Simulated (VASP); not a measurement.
Crystal: Cu.

```xyz
2
Lattice="1.2185 -3.9764 0.0000 1.2185 3.9764 0.0000 0.0000 0.0000 2.4755" Properties=species:S:1:pos:R:3 pbc="T T T"
Cu    1.2185    2.9118    0.6189
Cu    1.2185   -2.9118    1.8566
```

Program: VASP 6.6.1. Alike in all runs: task single point; level PBEsol; potentials or basis VASP PAW PBE potentials, release 64 (Cu); no spin polarisation; cell as given; cutoff (eV) 520; smearing methfessel-paxton 0.15 eV. Hardware: 1 thread of Intel(R) Xeon(R) Platinum 8559C (Emerald Rapids) (shared host).

Order these runs on this cell by their wall time, lowest first.
A. k mesh 6 × 6 × 6
B. k mesh 3 × 3 × 3
C. k mesh 9 × 9 × 9

B (5.2 s), A (12 s), C (26 s).

Caveats: some runs use coarse meshes.
